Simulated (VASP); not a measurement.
Set up this calculation in VASP 6.6.1, as the native input.

- Task: single point
- Functional: LDA
- Potentials or basis: VASP PAW LDA potentials, release 64 (Sr_sv, Cl)
- Cutoff: 520 eV
- k mesh: 8 × 8 × 8
- Occupations: fermi-dirac, width 0.01 eV
- Spin: no spin polarisation
- Dipole correction: no
- Further INCAR settings: ALGO = Normal; EDIFF = 1e-07; NBANDS = 19

The structure of SrCl2 lies in POSCAR:

```
SrCl2
1.0
    0.0000000000      3.4738427223      3.4738427223
    3.4738427223      0.0000000000      3.4738427223
    3.4738427223      3.4738427223      0.0000000000
Sr Cl
1 2
Direct
    0.0000000000      0.0000000000      0.0000000000
    0.2500000000      0.2500000000      0.2500000000
    0.7500000000      0.7500000000      0.7500000000
```

This cell differs from its parent crystal: volume scaled by 0.99.

The input as run:

INCAR

```
SYSTEM = SrCl2
PREC = Accurate
ENCUT = 520
EDIFF = 1E-7
ISMEAR = -1
SIGMA = 0.01
LREAL = .False.
LASPH = .True.
NELM = 80
ALGO = Normal
ISIF = 2
LWAVE = .False.
LCHARG = .False.
GGA = CA
NBANDS = 19
```

KPOINTS

```
regular mesh
0
Gamma
  8 8 8
  0 0 0
```

Potentials or basis: VASP PAW LDA potentials, release 64 (Sr_sv, Cl).

Command:

```sh
$ cat potpaw_LDA.64/Sr_sv/POTCAR potpaw_LDA.64/Cl/POTCAR > POTCAR
$ mpirun -np 1 vasp_std > vasp.out
```

It gave:

The pressure is -2.3 GPa and the band gap on the k mesh is 4.93 eV, indirect (least direct gap 5.14 eV).

Wall time 46 s on 1 thread of Intel(R) Xeon(R) Platinum 8488C (Sapphire Rapids) (shared host), peak memory 0.21 GiB.
